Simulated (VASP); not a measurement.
# Pb (P6_3/mmc) in VASP: a series of runs, part 3 of 3

VASP 6.6.1. The steps go on from the part before.

### Step 6. Single point, PBEsol (29.83 Å³/atom)

File INCAR:

```
PREC     = Accurate       # precision mode
ENCUT    = 520            # plane-wave cutoff, eV
EDIFF    = 1E-6           # SCF threshold, eV
ISMEAR   = -1             # smearing method
SIGMA    = 0.1            # smearing width, eV
LREAL    = F              # projectors in reciprocal space
LASPH    = T              # aspherical terms in the spheres
NELM     = 60             # most SCF steps
ALGO     = Normal         # electronic algorithm
ISIF     = 2              # what is computed and relaxed
LWAVE    = F              # write WAVECAR
LCHARG   = F              # write CHGCAR
GGA      = PS             # functional
NBANDS   = 21             # bands
```

File KPOINTS:

```
Automatic mesh
0
Gamma
  12 12 6
```

File POSCAR:

```
Pb
1.0
    3.4762248784      0.0000000000      0.0000000000
   -1.7381124392      3.0104990539      0.0000000000
    0.0000000000      0.0000000000      5.7013880614
Pb
2
Direct
    0.3333333333      0.6666666667      0.2500000000
    0.6666666667      0.3333333333      0.7500000000
```

Potentials or basis: VASP PAW PBE potentials, release 64 (Pb_d).

Command:

```console
$ cat potpaw_PBE.64/Pb_d/POTCAR > POTCAR
$ mpirun -np 1 vasp_std > vasp.out
```

OUTCAR:

```text
PREC = Accurate
   ENCUT = 520
   EDIFF = 1E-6
   ISMEAR = -1
   LREAL = F
   LASPH = T
   NELM = 60
   ISIF = 2
   GGA = PS

 ion  position               nearest neighbor table
   1  0.333  0.667  0.250-   2 3.49   2 3.49   2 3.49   2 3.49   2 3.49   2 3.49
   2  0.667  0.333  0.750-   1 3.49   1 3.49   1 3.49   1 3.49   1 3.49   1 3.49

  LATTYP: Found a hexagonal cell.
 ALAT       =     3.4762248784
 C/A-ratio  =     1.6401091013

  Lattice vectors:

 A1 = (   3.4762248784,   0.0000000000,   0.0000000000)
 A2 = (  -1.7381124392,   3.0104990539,   0.0000000000)
 A3 = (   0.0000000000,   0.0000000000,   5.7013880614)

Analysis of symmetry for initial positions (statically):
=====================================================================
 Subroutine PRICEL returns:
 Original cell was already a primitive cell.

 Routine SETGRP: Setting up the symmetry group for a
 hexagonal supercell.

 Subroutine GETGRP returns: Found 24 space group operations
 (whereof 12 operations were pure point group operations)
 out of a pool of 24 trial point group operations.

The static configuration has the point symmetry D_3d.
[... 153 lines left out ...]
 number of electron      27.9999999 magnetization

 Free energy of the ion-electron system (eV)
  ---------------------------------------------------
  ext. energy  EPLUGINS =         0.00000000
  ---------------------------------------------------
  free energy    TOTEN  =        -7.99905837 eV

  energy without entropy =       -7.96245711  energy(sigma->0) =       -7.98075774

 E-fermi :   7.2648     XC(G=0): -10.4216

 val. band max:        7.2230155124   @ k =   0.4167   0.1667   0.3333
 cond. band min:       7.2705114271   @ k =   0.2500   0.2500   0.5000
 fundamental gap:      0.0474959148
 Fermi energy:         7.2647596981

 k-point     1 :       0.0000    0.0000    0.0000
  band No.  band energies     occupation
      1      -9.7601      2.00000
      2      -9.7282      2.00000
      3      -9.7013      2.00000
      4      -9.7013      2.00000
      5      -9.6793      2.00000
      6      -9.6793      2.00000
[... 565 lines left out ...]
     20      15.3439      0.00000
     21      17.0366      0.00000

 [... further k-points ...]
[... 5 lines left out ...]
  --------------------------------------------------------------------------------------
  -------------------------------------------------------------------------------------
  Total       -0.0619873     -0.0619873      0.0323962      0.0000000      0.0000000      0.0000000
  in kB       -1.6645092     -1.6645092      0.8699163      0.0000000      0.0000000      0.0000000
  external PRESSURE =      -0.8197007 kB  Pullay stress =       0.0000000 kB

 VOLUME and BASIS-vectors are now :
 -----------------------------------------------------------------------------
  energy-cutoff  :      520.00
  volume of cell :       59.67
      direct lattice vectors                 reciprocal lattice vectors
     3.476224878  0.000000000  0.000000000     0.287668386  0.166085420  0.000000000
    -1.738112439  3.010499054  0.000000000     0.000000000  0.332170840  0.000000000
     0.000000000  0.000000000  5.701388061     0.000000000  0.000000000  0.175395884

 POSITION                                       TOTAL-FORCE (eV/Angst)
 -----------------------------------------------------------------------------------
     -0.00000      2.00700      1.42535        -0.000000     -0.000000      0.000000
      1.73811      1.00350      4.27604         0.000000      0.000000      0.000000
 -----------------------------------------------------------------------------------
    total drift:                               -0.000000      0.000000      0.000000

  FREE ENERGIE OF THE ION-ELECTRON SYSTEM (eV)
  ---------------------------------------------------
  free  energy   TOTEN  =        -7.9990583717 eV

  energy  without entropy=       -7.9624571120  energy(sigma->0) =       -7.98075774
```

It took 25 s on 1 thread of Intel Xeon 6975P-C (Granite Rapids), shared host; peak memory 0.22 GiB.

Results:

```
Free energy            : -7.9991 eV
Pressure               : -0.1 GPa
Band gap on the k mesh : zero (bands 14 and 15 overlap by 8.02 eV)
```

Stress tensor (GPa, compression positive):
```
-0.17  0.00  0.00
 0.00 -0.17  0.00
 0.00  0.00  0.09
```

Caveat: the PAW data sets were made with another functional, which shifts forces and pressure a little; spin-orbit coupling is left out, which moves the levels of the heavy elements.

### Step 7. Overview

| cell | k mesh | gap on the mesh (eV) | pressure (GPa) |
| --- | --- | --- | --- |
| a = 3.476, b = 3.476, c = 5.701 Å, angles 90.0, 90.0, 120.0°, 2 atoms | 10 × 10 × 6 | none | -0.1 |
| a = 3.331, b = 3.331, c = 5.464 Å, angles 90.0, 90.0, 120.0°, 2 atoms | 12 × 12 × 6 | none | 8.2 |
| a = 3.381, b = 3.381, c = 5.545 Å, angles 90.0, 90.0, 120.0°, 2 atoms | 12 × 12 × 6 | none | 4.8 |
| a = 3.429, b = 3.429, c = 5.624 Å, angles 90.0, 90.0, 120.0°, 2 atoms | 12 × 12 × 6 | none | 2.1 |
| a = 3.476, b = 3.476, c = 5.701 Å, angles 90.0, 90.0, 120.0°, 2 atoms | 12 × 12 × 6 | none | -0.1 |

Alike in all rows: task single point; level PBEsol; potentials or basis VASP PAW PBE potentials, release 64 (Pb_d); no spin polarisation; cutoff (eV) 520; smearing fermi-dirac 0.1 eV.

Caveats: the PAW data sets were made with another functional, which shifts forces and pressure a little; spin-orbit coupling is left out, which moves the levels of the heavy elements; the cell stands under pressure (at least some runs).

Absolute energies hang on the potentials; compare differences alone.

The gap in the log of VASP goes by the Fermi energy; the results here count the filled bands.